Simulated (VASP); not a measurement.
# NiO (Fm-3m) in VASP: settings compared

The runs below take NiO through single point, with PBEsol+D4, r2SCAN+D3(BJ).

Everything below comes from runs of VASP 6.6.1. Logs are shortened: lines on timing, memory, paths and dates and some standing lists are left out, and cuts for length are marked.

**What was measured.**

From “Local correlations, non-local screening, multiplets, and band formation in NiO”, 2012, arxiv:1210.6675, for a bulk crystal of NiO: band gap 4.3 eV.

The runs below are set against these values where they give the same quantity.

**1. The cell of the first run**

The structure is cubic, space group Fm-3m (No. 225). The conventional cell has a = 4.102 Å, b = 4.102 Å, c = 4.102 Å, α = 90.00°, β = 90.00°, γ = 90.00°. Within 2.7 Å of Ni (site symmetry m-3m) lie 6 O at 2.05 Å. Within 2.7 Å of O (site symmetry m-3m) lie 6 Ni at 2.05 Å.

**2. Single point, PBEsol+D4, collinear spin, ferromagnetic start**

File INCAR:

```
ALGO = Normal ; EDIFF = 1E-6
ENCUT = 520 ; GGA = PS
ISIF = 2 ; ISMEAR = -1
ISPIN = 2 ; IVDW = 13
LASPH = True ; LCHARG = False
LMAXMIX = 4 ; LORBIT = 11
LREAL = False ; LWAVE = False
MAGMOM = 1 0 ; NBANDS = 19
NELM = 150 ; PREC = Accurate
SIGMA = 0.05
```

File KPOINTS:

```
k-points
0
Gamma
  11 11 11
```

File POSCAR:

```
NiO
1.0
    0.0000000000      2.0511751494      2.0511751494
    2.0511751494      0.0000000000      2.0511751494
    2.0511751494      2.0511751494      0.0000000000
Ni O
1 1
Direct
    0.0000000000      0.0000000000      0.0000000000
    0.5000000000      0.5000000000      0.5000000000
```

Potentials or basis: VASP PAW PBE potentials, release 64 (Ni, O).

Command:

```console
$ cat potpaw_PBE.64/Ni/POTCAR potpaw_PBE.64/O/POTCAR > POTCAR
$ mpirun -np 1 vasp_std > vasp.out
```

OUTCAR:

```text
EDIFF = 1E-6
   ENCUT = 520
   GGA = PS
   ISIF = 2
   ISMEAR = -1
   ISPIN = 2
   IVDW = 13
   LASPH = True
   LORBIT = 11
   LREAL = False
   NELM = 150
   PREC = Accurate

 ion  position               nearest neighbor table
   1  0.000  0.000  0.000-   2 2.05   2 2.05   2 2.05   2 2.05   2 2.05   2 2.05
   2  0.500  0.500  0.500-   1 2.05   1 2.05   1 2.05   1 2.05   1 2.05   1 2.05

  LATTYP: Found a face centered cubic cell.
 ALAT       =     4.1023502988

  Lattice vectors:

 A1 = (   0.0000000000,   2.0511751494,   2.0511751494)
 A2 = (   2.0511751494,   0.0000000000,   2.0511751494)
 A3 = (   2.0511751494,   2.0511751494,   0.0000000000)

Analysis of symmetry for initial positions (statically):
=====================================================================
 Subroutine PRICEL returns:
 Original cell was already a primitive cell.

 Routine SETGRP: Setting up the symmetry group for a
 face centered cubic supercell.

 Subroutine GETGRP returns: Found 48 space group operations
 (whereof 48 operations were pure point group operations)
 out of a pool of 48 trial point group operations.

The static configuration has the point symmetry O_h .

Analysis of symmetry for dynamics (positions and initial velocities):
=====================================================================
 Subroutine PRICEL returns:
 Original cell was already a primitive cell.

 Routine SETGRP: Setting up the symmetry group for a
 face centered cubic supercell.

 Subroutine GETGRP returns: Found 48 space group operations
 (whereof 48 operations were pure point group operations)
 out of a pool of 48 trial point group operations.

The dynamic configuration has the point symmetry O_h .

Analysis of structural, dynamic, and magnetic symmetry:
=====================================================================
 Subroutine PRICEL returns:
 Original cell was already a primitive cell.

 Routine SETGRP: Setting up the symmetry group for a
 face centered cubic supercell.

 Subroutine GETGRP returns: Found 48 space group operations
 (whereof 48 operations were pure point group operations)
 out of a pool of 48 trial point group operations.

The overall configuration has the point symmetry O_h .

 Subroutine INISYM returns: Found 48 space group operations
 (whereof 48 operations are pure point group operations),
 and found     1 'primitive' translations

----------------------------------------------------------------------------------------

                                     Primitive cell

  volume of cell :      17.2599

  direct lattice vectors                    reciprocal lattice vectors
     0.000000000  2.051175149  2.051175149    -0.243762704  0.243762704  0.243762704
     2.051175149  0.000000000  2.051175149     0.243762704 -0.243762704  0.243762704
     2.051175149  2.051175149  0.000000000     0.243762704  0.243762704 -0.243762704

  length of vectors
     2.900799715  2.900799715  2.900799715     0.422209388  0.422209388  0.422209388

  position of ions in fractional coordinates (direct lattice)
     0.000000000  0.000000000  0.000000000
     0.500000000  0.500000000  0.500000000

  ion indices of the primitive-cell ions
   primitive index   ion index
                 1           1
                 2           2

----------------------------------------------------------------------------------------

 KPOINTS: k-points

Automatic generation of k-mesh.
 Grid dimensions read from file:
 generate k-points for:   11   11   11

 Generating k-lattice:

  Cartesian coordinates                     Fractional coordinates (reciprocal lattice)
    -0.022160246  0.022160246  0.022160246     0.090909091  0.000000000  0.000000000
     0.022160246 -0.022160246  0.022160246     0.000000000  0.090909091  0.000000000
     0.022160246  0.022160246 -0.022160246     0.000000000  0.000000000  0.090909091

  Length of vectors
     0.038382672  0.038382672  0.038382672

  Shift w.r.t. Gamma in fractional coordinates (k-lattice)
     0.000000000  0.000000000  0.000000000

 Subroutine IBZKPT returns following result:
 ===========================================

 Found     56 irreducible k-points:

 Following reciprocal coordinates:
            Coordinates               Weight
  0.000000  0.000000  0.000000      1.000000
  0.090909  0.000000  0.000000      8.000000
  0.181818  0.000000  0.000000      8.000000
  0.272727  0.000000  0.000000      8.000000
  0.363636  0.000000  0.000000      8.000000
  0.454545  0.000000  0.000000      8.000000
[... 16 lines left out ...]
 -0.272727  0.181818  0.000000     24.000000
 -0.181818  0.181818  0.000000     12.000000
 [... further k-points ...]
   k-points           NKPTS =     56   k-points in BZ     NKDIM =     56   number of bands    NBANDS=     19
   number of dos      NEDOS =    301   number of ions     NIONS =      2
   total plane-waves  NPLWV =  13824
   dimension x,y,z NGX =    24 NGY =   24 NGZ =   24
   dimension x,y,z NGXF=    48 NGYF=   48 NGZF=   48
   ions per type =               1   1
   NGX,Y,Z   is equivalent  to a cutoff of  13.75, 13.75, 13.75 a.u.
   NGXF,Y,Z  is equivalent  to a cutoff of  27.51, 27.51, 27.51 a.u.
 SYSTEM =  unknown system
   PREC   = accura    normal or accurate (medium, high low for compatibility)
   ISTART =      0    job   : 0-new  1-cont  2-samecut
   ICHARG =      2    charge: 1-file 2-atom 10-const
   ISPIN  =      2    spin polarized calculation?
   LNONCOLLINEAR =      F non collinear calculations
   LSORBIT =      F    spin-orbit coupling
   LASPH  =      T    aspherical Exc in radial PAW
   ENCUT  =  520.0 eV  38.22 Ry    6.18 a.u.   5.39  5.39  5.39*2*pi/ulx,y,z
   NELM   =    150;   NELMIN=  2; NELMDL= -5     # of ELM steps
   EDIFF  = 0.1E-05   stopping-criterion for ELM
   LREAL  =      F    real-space projection
   EDIFFG = 0.1E-04   stopping-criterion for IOM
   NSW    =      0    number of steps for IOM
   IBRION =     -1    ionic relax: 0-MD 1-quasi-New 2-CG
   NFREE  =      0    steps in history (QN), initial steepest desc. (CG)
   ISIF   =      2    stress and relaxation
   ISYM   =      2    0-nonsym 1-usesym 2-fastsym
   POTIM  = 0.5000    time-step for ionic-motion
   TEBEG  =    0.0;   TEEND  =   0.0 temperature during run
   PSTRESS=    0.0 pullay stress
   NELECT =      16.0000    total number of electrons
   NUPDOWN=      -1.0000    fix difference up-down
   EMIN   =  10.00;   EMAX   =-10.00  energy-range for DOS
   EFERMI =   0.00;   METHOD = LEGACY
   ISMEAR =    -1;   SIGMA  =   0.05  broadening in eV -4-tet -1-fermi 0-gaus
   EFERMI_NEDOS =   21; number of points for ismear=-14 and -15
   IALGO  =     38    algorithm
   IMIX   =      4    mixing-type and parameters
     AMIX     =   0.40;   BMIX     =  1.00
     AMIX_MAG =   1.60;   BMIX_MAG =  1.00
  volume/ion in A,a.u.               =       8.63        58.24
  Fermi-wavevector in a.u.,A,eV,Ry     =   1.596254  3.016483 34.668023  2.548028
  Thomas-Fermi vector in A             =   2.694046
   LORBIT       =     11    0 simple, 1 ext, 2 COOP (PROOUT), +10 PAW based schemes
   GGA     = PS    functional components
   LHFCALC =     F    Hartree Fock is set to
   AEXX    =    0.0000 exact exchange contribution
   IVDW    =    13    specifies the selected vdW correction
   LEPSILON=     F    determine dielectric tensor
   LRPA    =     F    only Hartree local field effects (RPA)
 spin polarized calculation
  energy-cutoff  :      520.00
  volume of cell :       17.26
 maximum number of plane-waves:       483
 NGX is ok and might be reduce to    24
   NGX = 11   NGY = 11   NGZ = 11

 number of electron      15.9999990 magnetization       0.7652681

 Free energy of the ion-electron system (eV)
  ---------------------------------------------------
  ext. energy  EPLUGINS =         0.00000000
  ---------------------------------------------------
  free energy    TOTEN  =       -12.39625704 eV

  energy without entropy =      -12.37698547  energy(sigma->0) =      -12.38662126

 E-fermi :   8.5273     XC(G=0): -13.2637

 val. band max:        8.5145621182   @ k =   0.3636   0.0909   0.0000
 cond. band min:       8.5282985352   @ k =  -0.3636   0.3636   0.0909
 fundamental gap:      0.0137364170
 Fermi energy:         8.5272686833

 spin component 1

 k-point     1 :       0.0000    0.0000    0.0000
  band No.  band energies     occupation
      1     -12.4142      1.00000
      2       5.1673      1.00000
      3       5.1673      1.00000
      4       5.1673      1.00000
      5       6.2293      1.00000
      6       6.2294      1.00000
[... 11 lines left out ...]
     18      35.1756      0.00000
     19      35.1756      0.00000
[... 485 lines left out ...]
 k-point    24 :      -0.1818    0.1818    0.0000
  band No.  band energies     occupation
      1     -11.4963      1.00000
      2       1.5226      1.00000
      3       2.9720      1.00000
      4       3.3694      1.00000
      5       6.6393      1.00000
      6       6.7878      1.00000
[... 11 lines left out ...]
     18      40.2718      0.00000
     19      41.4456      0.00000

 [... further k-points ...]

 spin component 2

 k-point     1 :       0.0000    0.0000    0.0000
  band No.  band energies     occupation
      1     -12.2491      1.00000
      2       5.3610      1.00000
      3       5.3610      1.00000
      4       5.3610      1.00000
      5       6.6493      1.00000
      6       6.6493      1.00000
[... 11 lines left out ...]
     18      35.4413      0.00000
     19      35.4413      0.00000
[... 485 lines left out ...]
 k-point    24 :      -0.1818    0.1818    0.0000
  band No.  band energies     occupation
      1     -11.3214      1.00000
      2       1.7439      1.00000
      3       3.4149      1.00000
      4       3.5757      1.00000
      5       7.0578      1.00000
      6       7.5487      1.00000
[... 11 lines left out ...]
     18      40.4527      0.00000
     19      41.5682      0.00000

 [... further k-points ...]

------------------------ aborting loop because EDIFF is reached ----------------------------------------

  DFT-D4 for vdW energy calculation

  Edisp (eV):   -0.36838

  FORCE on cell =-STRESS in cart. coord.  units (eV):
  Direction    XX          YY          ZZ          XY          YZ          ZX
  --------------------------------------------------------------------------------------
  -------------------------------------------------------------------------------------
  Total      -0.27121    -0.27121    -0.27121    -0.00000    -0.00000     0.00000
  in kB     -25.17559   -25.17559   -25.17559    -0.00000    -0.00000     0.00000
  external pressure =      -25.18 kB  Pullay stress =        0.00 kB

 VOLUME and BASIS-vectors are now :
 -----------------------------------------------------------------------------
  energy-cutoff  :      520.00
  volume of cell :       17.26
      direct lattice vectors                 reciprocal lattice vectors
     0.000000000  2.051175149  2.051175149    -0.243762704  0.243762704  0.243762704
     2.051175149  0.000000000  2.051175149     0.243762704 -0.243762704  0.243762704
     2.051175149  2.051175149  0.000000000     0.243762704  0.243762704 -0.243762704

 POSITION                                       TOTAL-FORCE (eV/Angst)
 -----------------------------------------------------------------------------------
      0.00000      0.00000      0.00000         0.000000      0.000000      0.000000
      2.05118      2.05118      2.05118        -0.000000      0.000000     -0.000000
 -----------------------------------------------------------------------------------
    total drift:                                0.000000     -0.000000     -0.000000

  FREE ENERGIE OF THE ION-ELECTRON SYSTEM (eV)
  ---------------------------------------------------
  free  energy   TOTEN  =       -12.7646385367 eV

  energy  without entropy=      -12.7453669732  energy(sigma->0) =      -12.75500275

 total charge

# of ion       s       p       d       tot
------------------------------------------
    1        0.351   0.441   8.364   9.156
    2        1.564   3.381   0.000   4.945
--------------------------------------------------
tot          1.914   3.823   8.364  14.101

 magnetization (x)

# of ion       s       p       d       tot
------------------------------------------
    1        0.008   0.009   0.634   0.651
    2        0.015   0.081   0.000   0.096
--------------------------------------------------
tot          0.023   0.090   0.634   0.747
```

Run time: 68 s. Hardware: 1 thread of Intel Xeon 8259CL, shared host; peak memory 0.17 GiB.

Results:

```yaml
Free_energy: -12.7646 eV
Pressure: -2.5 GPa
Net_moment: 0.77 μB per cell
Site_moments: Ni +0.65; O +0.10 μB
Valence_electrons_inside_the_program's_atomic_spheres: Ni 9.16; O 4.95
Dispersion_energy_per_atom: -0.184 eV
```

Levels at points of the mesh, in eV from the Fermi level:
Spin up:
```
           k point  band 6  band 7  band 8  band 9  band 10  band 11  band 12  band 13
(0.00, 0.00, 0.00)   -2.30   -2.28   -2.28   -2.28     1.80    17.79    19.30    19.30
```
Spin down:
```tsv
k point	band 4	band 5	band 6	band 7	band 8	band 9	band 10	band 11	band 12	band 13
(0.00, 0.00, 0.00)	-3.17	-1.88	-1.88	-1.88	-1.26	-1.26	1.95	17.78	19.42	19.42
```

Caveat: the PAW data sets were made with another functional, which shifts forces and pressure a little; a cell with one magnetic atom can't hold antiferromagnetic order, which such compounds often take; semilocal functionals often make such compounds metallic where correlation or magnetic order opens a gap, which also shifts bond lengths; pairwise dispersion overbinds metals, which lowers pressure and volume.

**3. Single point, r2SCAN+D3(BJ), collinear spin, ferromagnetic start**

This run uses another cell than the first one, of 8.53 Å³/atom, 0.989 times its volume.

File POSCAR:

```
NiO
1.0
    0.0000000000      2.0433202721      2.0433202721
    2.0433202721      0.0000000000      2.0433202721
    2.0433202721      2.0433202721      0.0000000000
Ni O
1 1
Direct
    0.0000000000      0.0000000000      0.0000000000
    0.5000000000      0.5000000000      0.5000000000
```

File INCAR.step1:

```
PREC = Accurate ; ENCUT = 520
ISMEAR = -1 ; SIGMA = 0.05
LREAL = F ; LASPH = T
NELM = 150 ; ISPIN = 2
MAGMOM = 1 0 ; LMAXMIX = 4
NBANDS = 19 ; GGA = PE
ALGO = Normal ; EDIFF = 1E-4
LWAVE = T ; LCHARG = F
```

File INCAR.step2:

```
PREC = Accurate ; ENCUT = 520
EDIFF = 1E-6 ; ISMEAR = -1
SIGMA = 0.05 ; LREAL = F
LASPH = T ; NELM = 150
ALGO = Normal ; ISIF = 2
LWAVE = F ; LCHARG = F
ISPIN = 2 ; MAGMOM = 1 0
LORBIT = 11 ; LMAXMIX = 4
METAGGA = R2SCAN ; LMIXTAU = T
IVDW = 12 ; VDW_S6 = 1.0
VDW_S8 = 0.78981345 ; VDW_A1 = 0.49484001
VDW_A2 = 5.73083694 ; NBANDS = 19
ISTART = 1
```

File KPOINTS:

```
Automatic mesh
0
Gamma
  11 11 11
```

Potentials or basis: VASP PAW PBE potentials, release 64 (Ni, O).

Command:

```console
$ cat potpaw_PBE.64/Ni/POTCAR potpaw_PBE.64/O/POTCAR > POTCAR
$ cp INCAR.step1 INCAR
$ mpirun -np 1 vasp_std > vasp.out
$ cp INCAR.step2 INCAR
$ mpirun -np 1 vasp_std > vasp.out
```

Run time: 3.1 min. Hardware: 1 thread of Intel Xeon 8259CL, shared host; peak memory 0.19 GiB.

The run converged. Its results:

| Item | Value |
| --- | --- |
| Free energy | -20.2979 eV |
| Pressure | 17.5 GPa |
| Band gap on the k mesh | 0.51 eV, indirect (least direct gap 1.61 eV) |
| Net moment | 2.00 μB per cell |
| Site moments | Ni +1.69; O +0.28 μB |
| Valence electrons inside the program's atomic spheres | Ni 9.06; O 5.09 |
| Dispersion energy per atom | -0.131 eV |

Levels at points of the mesh, in eV from the valence-band top:
Spin up:
```csv
k point,band 6,band 7,band 8,band 9,band 10,band 11,band 12,band 13
"(0.00, 0.00, 0.00)",-3.33,-3.19,-3.19,-3.19,2.51,18.97,20.10,20.10
```
Spin down:
| k point | band 4 | band 5 | band 6 | band 7 | band 8 | band 9 | band 10 | band 11 |
| --- | --- | --- | --- | --- | --- | --- | --- | --- |
| (0.00, 0.00, 0.00) | -2.47 | -2.45 | -2.45 | -2.45 | 0.51 | 0.51 | 3.09 | 19.07 |

Caveat: the PAW data sets were made with another functional, which shifts forces and pressure a little; a cell with one magnetic atom can't hold antiferromagnetic order, which such compounds often take.

**4. Single point, r2SCAN+D3(BJ), collinear spin, ferromagnetic start**

This run uses another cell than the first one, of 8.71 Å³/atom, 1.010 times its volume.

File POSCAR:

```
NiO
1.0
    0.0000000000      2.0577103256      2.0577103256
    2.0577103256      0.0000000000      2.0577103256
    2.0577103256      2.0577103256      0.0000000000
Ni O
1 1
Direct
    0.0000000000      0.0000000000      0.0000000000
    0.5000000000      0.5000000000      0.5000000000
```

File INCAR.step1:

```
SYSTEM = NiO
PREC = Accurate ; ENCUT = 520
ISMEAR = -1 ; SIGMA = 0.05
LREAL = .FALSE. ; LASPH = .TRUE.
NELM = 150 ; ISPIN = 2
MAGMOM = 1 0 ; LMAXMIX = 4
NBANDS = 19 ; GGA = PE
ALGO = Normal ; EDIFF = 1E-4
LWAVE = .TRUE. ; LCHARG = .FALSE.
```

File INCAR.step2:

```
SYSTEM = NiO
PREC = Accurate ; ENCUT = 520
EDIFF = 1E-6 ; ISMEAR = -1
SIGMA = 0.05 ; LREAL = .FALSE.
LASPH = .TRUE. ; NELM = 150
ALGO = Normal ; ISIF = 2
LWAVE = .FALSE. ; LCHARG = .FALSE.
ISPIN = 2 ; MAGMOM = 1 0
LORBIT = 11 ; LMAXMIX = 4
METAGGA = R2SCAN ; LMIXTAU = .TRUE.
IVDW = 12 ; VDW_S6 = 1.0
VDW_S8 = 0.78981345 ; VDW_A1 = 0.49484001
VDW_A2 = 5.73083694 ; NBANDS = 19
ISTART = 1
```

File KPOINTS:

```
regular mesh
0
G
  11 11 11
  0 0 0
```

Command:

```console
$ cat potpaw_PBE.64/Ni/POTCAR potpaw_PBE.64/O/POTCAR > POTCAR
$ cp INCAR.step1 INCAR
$ mpirun -np 1 vasp_std > vasp.out
$ cp INCAR.step2 INCAR
$ mpirun -np 1 vasp_std > vasp.out
```

Run time: 3.2 min. Hardware: 1 thread of Intel Xeon 8259CL, shared host; peak memory 0.19 GiB.

Results (log left out):

```
Free energy                                           : -20.3316 eV
Pressure                                              : 11.7 GPa
Band gap on the k mesh                                : 0.59 eV, indirect (least direct gap 1.64 eV)
Net moment                                            : 2.00 μB per cell
Site moments                                          : Ni +1.69; O +0.28 μB
Valence electrons inside the program's atomic spheres : Ni 9.02; O 5.08
Dispersion energy per atom                            : -0.129 eV
```

Levels at points of the mesh, in eV from the valence-band top:
Spin up:
| k point | band 7 | band 8 | band 9 | band 10 | band 11 | band 12 |
| --- | --- | --- | --- | --- | --- | --- |
| (0.00, 0.00, 0.00) | -3.05 | -3.05 | -3.05 | 2.41 | 18.94 | 19.97 |
Spin down:
```csv
k point,band 5,band 6,band 7,band 8,band 9,band 10
"(0.00, 0.00, 0.00)",-2.34,-2.34,-2.34,0.59,0.59,2.99
```

Caveat: the PAW data sets were made with another functional, which shifts forces and pressure a little; a cell with one magnetic atom can't hold antiferromagnetic order, which such compounds often take. A k mesh can miss the band edges.

(Part 1 of 2 ends here.)
